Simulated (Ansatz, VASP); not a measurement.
# One calculation of Ti, two programs

```
Ti
1.0
    -1.57536    1.57536    1.57536
     1.57536   -1.57536    1.57536
     1.57536    1.57536   -1.57536
Ti
1
Direct
  0.00000 0.00000 0.00000
```

Change from the starting cell: strain -0.040 along x and y, -0.040 along z, atoms carried along.

Alike in both runs: task single point; functional PBEsol; k mesh 20 × 20 × 20; occupations gaussian, width 0.15 eV; no spin polarisation.

|  | VASP | Ansatz |
| --- | --- | --- |
| version | VASP 6.6.1 | Ansatz 0.2.0 |
| potentials or method | VASP PAW PBE potentials, release 64 (Ti_sv), cutoff 520 eV | scalar-relativistic, plane waves, PAW |
| valence electrons in the cell | 12 | 12 |

```csv
,VASP,Ansatz,Ansatz less VASP
gap on the k mesh at the Fermi level (eV),none,none,-
pressure (GPa),6.6,7.0,+0.36
```

VASP's potentials were made for PBE, not for PBEsol. A gap of «none» marks a metal or a gap that the smearing closes. The functional is the same, so the differences come from potentials, cutoffs and numerics.
